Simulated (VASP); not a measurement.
Wanted: the native input for a VASP 6.6.1 run.

- Task: electric field gradients
- Functional: PBE
- Potentials or basis: VASP PAW PBE potentials, release 64 (Sb)
- Cutoff: 520 eV
- k mesh: 19 × 19 × 19
- Occupations: fermi-dirac, width 0.05 eV
- Spin: no spin polarisation
- Dipole correction: no
- Further INCAR settings: ALGO = Normal; EDIFF = 1e-08; NBANDS = 8

The structure of Sb lies in POSCAR:

```
Sb
1.0
   -1.4651500000      1.5147500000      2.4800000000
    1.5147500000     -1.4651500000      2.4800000000
    1.4952500000      1.4952500000     -2.4499000000
Sb
1
Direct
    0.0000000000      0.0000000000      0.0000000000
```

This cell differs from its parent crystal: equal xy, yz and zx shear strains of +2 %.

The input as run:

INCAR

```
SYSTEM = Sb
PREC = Accurate ; ENCUT = 520
EDIFF = 1E-8 ; ISMEAR = -1
SIGMA = 0.05 ; LREAL = .FALSE.
LASPH = .TRUE. ; NELM = 60
ALGO = Normal ; ISIF = 2
LWAVE = .FALSE. ; LCHARG = .FALSE.
GGA = PE ; LEFG = .TRUE.
NBANDS = 8
```

KPOINTS

```
regular mesh
0
G
  19 19 19
  0 0 0
```

Potentials or basis: VASP PAW PBE potentials, release 64 (Sb).

Run with:

```console
$ cat potpaw_PBE.64/Sb/POTCAR > POTCAR
$ mpirun -np 1 vasp_std > vasp.out
```

It gave:

| Property | Result |
| --- | --- |
| Pressure | 19.3 GPa |
| Band gap on the k mesh | zero (an odd number of electrons rules out a gap without spin polarisation) |
| Largest electric field gradient by atom | Sb +35.0 V/Å² |

Caveat: the cell differs from its parent crystal (equal xy, yz and zx shear strains of +2 %); the cell stands under pressure; without QUAD_EFG the Cq values of the log hold for a quadrupole moment of 1 mb, not for the nuclei; spin-orbit coupling is left out, which moves the levels of the heavy elements; an odd number of electrons without spin polarisation forces a metal; a magnetic or distorted state may lie lower.

Run time: 8 min on 1 thread of Oxide Virtual Turin-like Processor (shared host), peak memory 0.38 GiB.
